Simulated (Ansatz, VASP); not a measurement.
**One calculation of Sb, two programs**

```xyz
2
Lattice="3.3545 0.0000 0.0000 -1.6773 2.9051 0.0000 0.0000 0.0000 5.4702" Properties=species:S:1:pos:R:3 pbc="T T T"
Sb    1.6773    0.9684    4.1026
Sb    0.0000    1.9367    1.3675
```

Alike in both runs: functional RPBE; k mesh 9 × 9 × 5; occupations fermi-dirac, width 0.05 eV; no spin polarisation.

|  | VASP | Ansatz |
| --- | --- | --- |
| version | VASP 6.6.1 | Ansatz 0.2.0 |
| potentials or method | VASP PAW PBE potentials, release 64 (Sb) | Ansatz PAW |
| plane-wave cutoff (eV) | 520 | 420 |
| valence electrons in the cell | 10 | 30 |
| task | single point | band structure |

VASP gave:

* gap on the k mesh at the Fermi level (eV): none
* pressure (GPa): 2.6
* traceless stress, the component that is largest in VASP (GPa): -0.16

**Question.** Which values does Ansatz return?

**Answer.** gap on the k mesh at the Fermi level (eV): none; pressure (GPa): 2.8; traceless stress, the component that is largest in VASP (GPa): -0.15.

VASP's potentials were made for PBE, not for RPBE. A gap of «none» marks a metal or a gap that the smearing closes. VASP's potentials hold 10 valence electrons a cell and Ansatz's 30, so a difference there can come from the potentials and not from the codes.

Spin-orbit coupling is off throughout.
